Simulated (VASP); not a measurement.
Set up this calculation in VASP 6.6.1, as the native input.

```yaml
Task: relaxation of volume and atoms at fixed shape
Functional: PBEsol
Potentials_or_basis: VASP PAW PBE potentials, release 64 (Rh_pv)
Cutoff: 600 eV
k_mesh: 12 × 12 × 12
Occupations: gaussian, width 0.1 eV
Spin: no spin polarisation
Dipole_correction: no
Further_INCAR_settings: ALGO = Normal; EDIFF = 1e-06; IBRION = 2; EDIFFG = -0.03; NSW = 80; ISIF = 8
```

The structure of Rh lies in POSCAR:

```
Rh
1.0
    0.0000000000      1.8978500000      1.8978500000
    1.8978500000      0.0000000000      1.8978500000
    1.8978500000      1.8978500000      0.0000000000
Rh
1
Direct
    0.0000000000      0.0000000000      0.0000000000
```

One way to write it, as run:

INCAR

```
SYSTEM = Rh
PREC = Accurate ; ENCUT = 600
EDIFF = 1E-6 ; ISMEAR = 0
SIGMA = 0.1 ; LREAL = .False.
LASPH = .True. ; NELM = 100
ALGO = Normal ; ISIF = 8
LWAVE = .False. ; LCHARG = .False.
GGA = PS ; IBRION = 2
NSW = 80 ; EDIFFG = -0.03
```

KPOINTS

```
regular mesh
0
Gamma
  12 12 12
  0 0 0
```

Potentials or basis: VASP PAW PBE potentials, release 64 (Rh_pv).

Run with:

```bash
$ cat potpaw_PBE.64/Rh_pv/POTCAR > POTCAR
$ mpirun -np 1 vasp_std > vasp.out
```

It gave:

The relaxed volume is 13.49 Å³/atom. The relaxed cell is a = 2.672 Å, b = 2.672 Å, c = 2.672 Å, α = 60.00°, β = 60.00°, γ = 60.00° and the space group after relaxing (to 0.05 Å) is Fm-3m (No. 225). The energy gained by relaxing is 2.3 meV/atom, the ionic steps are 3 and the pressure after relaxing is -0.1 GPa.

Caveat: the PAW data sets were made with another functional, which shifts forces and pressure a little.

Wall time 37 s on 1 thread of Intel Xeon 8259CL, with other jobs on the host, peak memory 0.15 GiB.
